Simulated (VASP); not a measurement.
Hf6F:

```
Hf F
1.0
    -0.01954    0.07172    5.06480
     5.77346    0.00376   -0.02120
    -2.88347    4.77547    0.07800
Hf F
6 1
Direct
  0.73702 0.34905 0.33898
  0.25087 0.66725 0.67469
  0.28563 0.33466 0.99737
  0.73839 0.01384 0.67800
  0.27106 0.98855 0.33461
  0.72495 0.64923 0.99776
  0.99208 0.99743 0.97858
```

```yaml
Program: VASP 6.6.1
Task: relaxation of cell and atoms
Functional: PBE
Potentials_or_basis: VASP PAW PBE potentials, release 64 (Hf_pv, F)
Cutoff: 600 eV
k_mesh: 4 × 6 × 6
Occupations: gaussian, width 0.2 eV
Spin: no spin polarisation
```

At the start: pressure 2.9 GPa; volume 19.95 Å³/atom.

Problem. How do energy, volume and symmetry change on relaxing?

Solution. Over 14 steps the energy falls by 74.3 meV/atom and the volume is 20.11 Å³/atom (+0.8 %); space group P1 (No. 1, to 0.1 Å) before, P-31m (No. 162, to 0.1 Å).

Step by step:
```csv
step,energy change (eV),largest force (eV/Å),pressure (GPa),volume (Å³)
1,0.0000,1.6455,2.86,139.67
2,-0.3842,0.3746,-4.38,146.85
3,-0.3906,0.4649,-3.65,145.94
4,-0.4796,0.2772,1.97,138.51
5,-0.4944,0.3136,0.31,140.47
6,-0.5112,0.2121,0.18,140.56
7,-0.5152,0.1365,0.10,140.62
8,-0.5179,0.0848,-0.16,140.91
9,-0.5184,0.0662,-0.31,141.09
10,-0.5189,0.0420,0.33,140.32
11,-0.5192,0.0427,0.09,140.61
12,-0.5197,0.0328,0.04,140.67
13,-0.5198,0.0314,0.00,140.73
14,-0.5201,0.0176,-0.03,140.76
```

Final structure:
```
CELL_PARAMETERS angstrom
0.00179 -0.00015 5.17469
5.59951 0.00106 -0.00100
-2.80047 4.85742 0.00084
ATOMIC_POSITIONS crystal
Hf 0.73740 0.34444 0.34379
Hf 0.26253 0.65525 0.65634
Hf 0.26339 0.34283 0.99982
Hf 0.73720 0.00106 0.65644
Hf 0.26233 0.99876 0.34326
Hf 0.73674 0.65749 0.00044
F 0.00041 0.00018 0.99992
```
